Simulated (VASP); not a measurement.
# PtSe2 in VASP: a series of runs, part 2 of 2

VASP 6.6.1.

## 3. Single point, PBEsol-based screened hybrid with 25 % exact exchange

This run uses another cell than the first one, of 19.90 Å³/atom.

POSCAR

```
PtSe2
1.0
    3.7359275490      0.0000000000      0.0000000000
   -1.8679637745      3.2354081641      0.0000000000
    0.0000000000      0.0000000000      4.9399065062
Pt Se
1 2
Direct
    0.0000000000      0.0000000000      0.0000000000
    0.6666666667      0.3333333333      0.7474557172
    0.3333333333      0.6666666667      0.2525442828
```

INCAR.step1

```
PREC = Accurate ; ENCUT = 520
EDIFF = 1E-5 ; ISMEAR = -1
SIGMA = 0.05 ; LREAL = False
LASPH = True ; NELM = 60
ALGO = Normal ; ISIF = 2
LWAVE = True ; LCHARG = False
GGA = PE ; NBANDS = 18
```

INCAR.step2

```
PREC = Accurate ; ENCUT = 520
EDIFF = 1E-6 ; ISMEAR = -1
SIGMA = 0.05 ; LREAL = False
LASPH = True ; NELM = 60
ALGO = Normal ; ISIF = 2
LWAVE = False ; LCHARG = False
GGA = PS ; LHFCALC = True
AEXX = 0.25 ; HFSCREEN = 0.207
PRECFOCK = Normal ; ISTART = 1
NBANDS = 18
```

KPOINTS

```
regular mesh
0
Gamma
  4 4 3
```

Potentials or basis: VASP PAW PBE potentials, release 64 (Pt, Se).

Run with:

```sh
> cat potpaw_PBE.64/Pt/POTCAR potpaw_PBE.64/Se/POTCAR > POTCAR
> cp INCAR.step1 INCAR
> mpirun -np 1 vasp_std > vasp.out
> cp INCAR.step2 INCAR
> mpirun -np 1 vasp_std > vasp.out
```

OUTCAR:

```text
PREC = Accurate
   ENCUT = 520
   EDIFF = 1E-6
   ISMEAR = -1
   LREAL = False
   LASPH = True
   NELM = 60
   ISIF = 2
   GGA = PS
   LHFCALC = True
   AEXX = 0.25
   HFSCREEN = 0.207
   PRECFOCK = Normal
   ISTART = 1

 ion  position               nearest neighbor table
   1  0.000  0.000  0.000-   2 2.49   3 2.49   3 2.49   2 2.49   2 2.49   3 2.49
   2  0.667  0.333  0.747-   1 2.49   1 2.49   1 2.49
   3  0.333  0.667  0.253-   1 2.49   1 2.49   1 2.49

  LATTYP: Found a hexagonal cell.
 ALAT       =     3.7359275490
 C/A-ratio  =     1.3222704245

  Lattice vectors:

 A1 = (   3.7359275490,   0.0000000000,   0.0000000000)
 A2 = (  -1.8679637745,   3.2354081641,   0.0000000000)
 A3 = (   0.0000000000,   0.0000000000,   4.9399065062)

Analysis of symmetry for initial positions (statically):
=====================================================================
 Subroutine PRICEL returns:
 Original cell was already a primitive cell.

 Routine SETGRP: Setting up the symmetry group for a
 hexagonal supercell.

 Subroutine GETGRP returns: Found 12 space group operations
 (whereof 12 operations were pure point group operations)
 out of a pool of 24 trial point group operations.

The static configuration has the point symmetry D_3d.

Analysis of symmetry for dynamics (positions and initial velocities):
=====================================================================
 Subroutine PRICEL returns:
 Original cell was already a primitive cell.

 Routine SETGRP: Setting up the symmetry group for a
 hexagonal supercell.

 Subroutine GETGRP returns: Found 12 space group operations
[... 109 lines left out ...]
     AMIX_MAG =   1.60;   BMIX_MAG =  1.00
  volume/ion in A,a.u.               =      19.90       134.31
  Fermi-wavevector in a.u.,A,eV,Ry     =   1.173637  2.217852 18.740976  1.377423
  Thomas-Fermi vector in A             =   2.310046
   LORBIT       =      0    0 simple, 1 ext, 2 COOP (PROOUT), +10 PAW based schemes
   GGA     = PS    functional components
   LHFCALC =     T    Hartree Fock is set to
   PRECFOCK=normal    Normal, Fast or Accurate (Low or Medium for compatibility)
   ENCUT4O =  -1.0   cutoff for four orbital integrals eV
   NKREDX  =     1    reduce k-point grid by
   NKREDY  =     1    reduce k-point grid by
   NKREDZ  =     1    reduce k-point grid by
   AEXX    =    0.2500 exact exchange contribution
   HFSCREEN=    0.2070 screening length (either q_TF or 0.3 A-1)
   HFSCREENC=   0.2070 screening length for correlation (either q_TF or 0.3 A-1)
   ENCUTFOCK=  -1.0 apply spherical cutoff to Coloumb kernel
   IVDW    =     0    specifies the selected vdW correction
   LEPSILON=     F    determine dielectric tensor
   LRPA    =     F    only Hartree local field effects (RPA)
 non-spin polarized calculation
  energy-cutoff  :      520.00
  volume of cell :       59.71
 maximum number of plane-waves:      1615
 NGX is ok and might be reduce to    28
  NGX = 24; NGY = 24; NGZ = 28

 number of electron      21.9999997 magnetization

 Free energy of the ion-electron system (eV)
  ---------------------------------------------------
  ext. energy  EPLUGINS =         0.00000000
  ---------------------------------------------------
  free energy    TOTEN  =       -18.39656241 eV

  energy without entropy =      -18.39019874  energy(sigma->0) =      -18.39338057

 E-fermi :   6.6863     XC(G=0):  -8.9801

 val. band max:        5.7416340941   @ k =   0.0000   0.2500   0.3333
 cond. band min:       6.7732006662   @ k =   0.0000   0.2500   0.3333
 fundamental gap:      1.0315665721
 Fermi energy:         6.6862951036

 k-point     1 :       0.0000    0.0000    0.0000
  band No.  band energies     occupation
      1     -11.1410      2.00000
      2      -7.7698      2.00000
      3      -1.9223      2.00000
      4      -1.0771      2.00000
      5      -1.0771      2.00000
      6       1.3635      2.00000
[... 166 lines left out ...]
      5      -0.0481      2.00000
      6       0.5933      2.00000
[... 10 lines left out ...]
     17      15.9737      0.00000
     18      16.3365      0.00000

------------------------ aborting loop because EDIFF is reached ----------------------------------------

  FORCE on cell =-STRESS in cart. coord.  units (eV):
  Direction    XX          YY          ZZ          XY          YZ          ZX
  --------------------------------------------------------------------------------------
  -------------------------------------------------------------------------------------
  Total       -0.0617866     -0.0617866     -0.0438978      0.0000000      0.0000000      0.0000000
  in kB       -1.6579023     -1.6579023     -1.1778956      0.0000000      0.0000000      0.0000000
  external PRESSURE =      -1.4979001 kB  Pullay stress =       0.0000000 kB

 VOLUME and BASIS-vectors are now :
 -----------------------------------------------------------------------------
  energy-cutoff  :      520.00
  volume of cell :       59.71
      direct lattice vectors                 reciprocal lattice vectors
     3.735927549  0.000000000  0.000000000     0.267671144  0.154540007  0.000000000
    -1.867963774  3.235408164  0.000000000     0.000000000  0.309080014  0.000000000
     0.000000000  0.000000000  4.939906506     0.000000000  0.000000000  0.202432981

 POSITION                                       TOTAL-FORCE (eV/Angst)
 -----------------------------------------------------------------------------------
      0.00000      0.00000      0.00000        -0.000000      0.000000      0.000000
      1.86796      1.07847      3.69236         0.000000     -0.000000     -0.001275
     -0.00000      2.15694      1.24755        -0.000000      0.000000      0.001275
 -----------------------------------------------------------------------------------
    total drift:                                0.000000     -0.000000      0.000020

  FREE ENERGIE OF THE ION-ELECTRON SYSTEM (eV)
  ---------------------------------------------------
  free  energy   TOTEN  =       -18.3965624069 eV

  energy  without entropy=      -18.3901987401  energy(sigma->0) =      -18.39338057
```

OUTCAR.step1:

```text
PREC = Accurate
   ENCUT = 520
   EDIFF = 1E-5
   ISMEAR = -1
   LREAL = False
   LASPH = True
[... 396 lines left out ...]
      0.00000      0.00000      0.00000         0.000000      0.000000      0.000000
      1.86796      1.07847      3.69236        -0.000000     -0.000000     -0.563879
     -0.00000      2.15694      1.24755        -0.000000      0.000000      0.563879
 -----------------------------------------------------------------------------------
    total drift:                               -0.000000      0.000000      0.000000

  FREE ENERGIE OF THE ION-ELECTRON SYSTEM (eV)
  ---------------------------------------------------
  free  energy   TOTEN  =       -14.2314785066 eV

  energy  without entropy=      -14.2243411890  energy(sigma->0) =      -14.22790985
```

OSZICAR.step1:

```text
N       E                     dE             d eps       ncg     rms          rms(c)
DAV:   1     0.111929349850E+03    0.11193E+03   -0.10088E+04   324   0.107E+03
DAV:   2    -0.965533470064E+01   -0.12158E+03   -0.11782E+03   380   0.213E+02
DAV:   3    -0.149361087098E+02   -0.52808E+01   -0.52322E+01   400   0.438E+01
DAV:   4    -0.149741100882E+02   -0.38001E-01   -0.37974E-01   372   0.404E+00
DAV:   5    -0.149744952996E+02   -0.38521E-03   -0.38520E-03   416   0.408E-01    0.132E+01
DAV:   6    -0.144481351692E+02    0.52636E+00   -0.43371E+00   342   0.177E+01    0.817E+00
DAV:   7    -0.142502477254E+02    0.19789E+00   -0.83689E-01   344   0.838E+00    0.415E+00
DAV:   8    -0.142337973340E+02    0.16450E-01   -0.46741E-02   356   0.151E+00    0.785E-01
DAV:   9    -0.142313312637E+02    0.24661E-02   -0.77851E-03   384   0.791E-01    0.169E-01
DAV:  10    -0.142314695699E+02   -0.13831E-03   -0.10242E-03   368   0.198E-01    0.371E-02
DAV:  11    -0.142314785066E+02   -0.89366E-05   -0.43987E-05   418   0.489E-02
   1 F= -.14231479E+02 E0= -.14227910E+02  d E =-.713732E-02
```

It took 7.3 min on 1 thread of Intel Xeon Platinum 8488C (Sapphire Rapids), shared host; peak memory 0.29 GiB.

Results:

```yaml
Free_energy: -18.3966 eV
Pressure: -0.1 GPa
Band_gap_on_the_k_mesh: zero (bands 11 and 12 overlap by 0.27 eV)
```

Caveat: the k points lie up to 0.49 Å⁻¹ apart; the PAW data sets were made with another functional, which shifts forces and pressure a little; spin-orbit coupling is left out, which moves the levels of the heavy elements.
